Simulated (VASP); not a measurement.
Wanted: the native input for a VASP 6.6.1 run.

- Task: single point
- Functional: PBE
- Potentials or basis: VASP PAW PBE potentials, release 64 (Fe)
- Cutoff: 600 eV
- k mesh: 13 × 13 × 13
- Occupations: fermi-dirac, width 0.05 eV
- Spin: collinear spin, ferromagnetic start
- Starting moments: [3.64] μB
- Fixed moment: 3.64 μB
- Dipole correction: no
- Further INCAR settings: ALGO = Normal; EDIFF = 1e-06; NBANDS = 14

The structure of Fe lies in POSCAR:

```
Fe
1.0
   -1.4475000000      1.4475000000      1.4475000000
    1.4475000000     -1.4475000000      1.4475000000
    1.4475000000      1.4475000000     -1.4475000000
Fe
1
Direct
    0.0000000000      0.0000000000      0.0000000000
```

The input as run:

INCAR

```
ALGO     = Normal         # electronic algorithm
EDIFF    = 1E-6           # SCF threshold, eV
ENCUT    = 600            # plane-wave cutoff, eV
GGA      = PE             # functional
GGA_COMPAT= False        
ISIF     = 2              # what is computed and relaxed
ISMEAR   = -1             # smearing method
ISPIN    = 2              # spin polarisation
LASPH    = True           # aspherical terms in the spheres
LCHARG   = True           # write CHGCAR
LELF     = True           # ELF
LMAXMIX  = 4              # l up to which the mixer works
LORBIT   = 11             # projections on sites
LREAL    = False          # projectors in reciprocal space
LVHAR    = True         
LWAVE    = False          # write WAVECAR
MAGMOM   = 3.64           # initial moments
NBANDS   = 14             # bands
NELM     = 200            # most SCF steps
NUPDOWN  = 3.64           # fixed moment
PREC     = Accurate       # precision mode
SIGMA    = 0.05           # smearing width, eV
```

KPOINTS

```
k-points
0
Gamma
  13 13 13
```

Potentials or basis: VASP PAW PBE potentials, release 64 (Fe).

Launch:

```sh
$ cat potpaw_PBE.64/Fe/POTCAR > POTCAR
$ mpirun -np 1 vasp_std > vasp.out
```

It gave:

The pressure is 29.5 GPa and the net moment is 3.64 μB per cell. The site moments are Fe +3.50 μB. The valence electrons inside the program's atomic spheres are Fe 7.12.

Caveat: the total moment is fixed, so each spin has its own Fermi level.

It took 49 s on 1 thread of Intel Xeon 8259CL, on a shared host, peak memory 0.15 GiB.
